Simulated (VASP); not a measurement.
NaF:

```xyz
2
Lattice="0.0000 2.2580 2.2580 2.2580 0.0000 2.2580 2.2580 2.2580 0.0000" Properties=species:S:1:pos:R:3 pbc="T T T"
Na    0.0000    0.0000    0.0000
F     1.1290    1.1290    1.1290
```

- Program: VASP 6.6.1
- Task: relaxation of cell and atoms
- Functional: PBE
- Potentials or basis: VASP PAW PBE potentials, release 64 (Na_sv, F)
- Cutoff: 1130 eV
- k mesh: 8 × 8 × 8
- Occupations: fermi-dirac, width 0.02 eV
- Spin: no spin polarisation

At the start: pressure 31.4 GPa; volume 11.51 Å³/atom.

Question: How do energy, volume and symmetry change on relaxing?

Answer: Over 22 steps the energy falls by 370.3 meV/atom and the volume is 17.01 Å³/atom (+47.7 %); space group F-43m (No. 216, to 0.1 Å) before and after.

The path:
```csv
step,energy change (eV),largest force (eV/Å),pressure (GPa),volume (Å³)
1,0.0000,0.0000,31.39,23.03
2,-0.7173,0.0000,3.06,31.39
3,-0.7362,0.0000,1.22,32.83
4,-0.7319,0.0000,-1.46,35.83
5,-0.7405,0.0000,-0.09,34.11
6,-0.7405,0.0000,0.14,33.86
7,-0.7405,0.0000,0.15,33.86
8,-0.7405,0.0000,0.14,33.86
9,-0.7405,0.0000,0.14,33.86
10,-0.7405,0.0000,0.14,33.86
11,-0.7405,0.0000,0.14,33.86
12,-0.7405,0.0000,0.14,33.86
13,-0.7405,0.0000,0.14,33.86
14,-0.7405,0.0000,0.14,33.86
15,-0.7405,0.0000,0.14,33.86
16,-0.7405,0.0000,0.14,33.86
17,-0.7405,0.0000,0.14,33.87
18,-0.7405,0.0000,0.13,33.87
19,-0.7405,0.0000,0.11,33.88
20,-0.7405,0.0000,0.11,33.90
21,-0.7405,0.0000,0.07,33.94
22,-0.7406,0.0000,0.00,34.01
```

Final structure:
```
Na F
1.0
     0.00000    2.57159    2.57159
     2.57159    0.00000    2.57159
     2.57159    2.57159    0.00000
Na F
1 1
Direct
  0.00000 0.00000 0.00000
  0.25000 0.25000 0.25000
```

Caveat: the volume moved by over 15 % at a fixed basis, so the end points are rough; the structure was generated, so it needn't be the stable form of NaF.
